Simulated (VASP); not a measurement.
Write the native input for VASP 6.6.1 that does the following.

* Task: relaxation of cell and atoms
* Functional: LDA
* Potentials or basis: VASP PAW LDA potentials, release 64 (Cu)
* Cutoff: 600 eV
* k mesh: 16 × 16 × 16
* Occupations: fermi-dirac, width 0.05 eV
* Spin: no spin polarisation
* Hubbard terms: Cu d U = 5.0 eV
* Dipole correction: no
* Further INCAR settings: ALGO = Normal; EDIFF = 1e-07; IBRION = 2; EDIFFG = -0.005; NSW = 100; ISIF = 3

The structure of Cu lies in POSCAR:

```
Cu
1.0
   -1.4698188270      1.4698188270      1.3801589208
    1.4698188270     -1.4698188270      1.3801589208
    1.4698188270      1.4698188270     -1.3801589208
Cu
1
Direct
    0.0000000000      0.0000000000      0.0000000000
```

These files were run (other wordings do the same):

INCAR

```
  ALGO = Normal
  EDIFF = 1E-7
  EDIFFG = -0.005
  ENCUT = 600
  GGA = CA
  IBRION = 2
  ISIF = 3
  ISMEAR = -1
  LASPH = T
  LCHARG = F
  LDAU = T
  LDAUJ = 0
  LDAUL = 2
  LDAUPRINT = 1
  LDAUTYPE = 2
  LDAUU = 5
  LMAXMIX = 4
  LREAL = F
  LWAVE = F
  NELM = 150
  NSW = 100
  PREC = Accurate
  SIGMA = 0.05
```

KPOINTS

```
k-points
0
Gamma
  16 16 16
```

Potentials or basis: VASP PAW LDA potentials, release 64 (Cu).

Launch:

```sh
$ cat potpaw_LDA.64/Cu/POTCAR > POTCAR
$ mpirun -np 1 vasp_std > vasp.out
```

It gave:

```
Relaxed volume                        : 10.70 Å³/atom
Relaxed cell                          : a = 2.411 Å, b = 2.411 Å, c = 2.411 Å, α = 106.64°, β = 106.64°, γ = 115.30°
Space group after relaxing (to 0.1 Å) : I4/mmm (No. 139)
Energy gained by relaxing             : 61.0 meV/atom
Ionic steps                           : 15
Pressure after relaxing               : 0.0 GPa
Band gap on the k mesh                : zero (an odd number of electrons rules out a gap without spin polarisation)
```

Caveat: U without spin polarisation on a metal has little footing; the U is typed as a test and isn't derived for this compound.

Run time: 4.3 min on 1 thread of Intel Xeon 8259CL, on a shared host, peak memory 0.18 GiB.
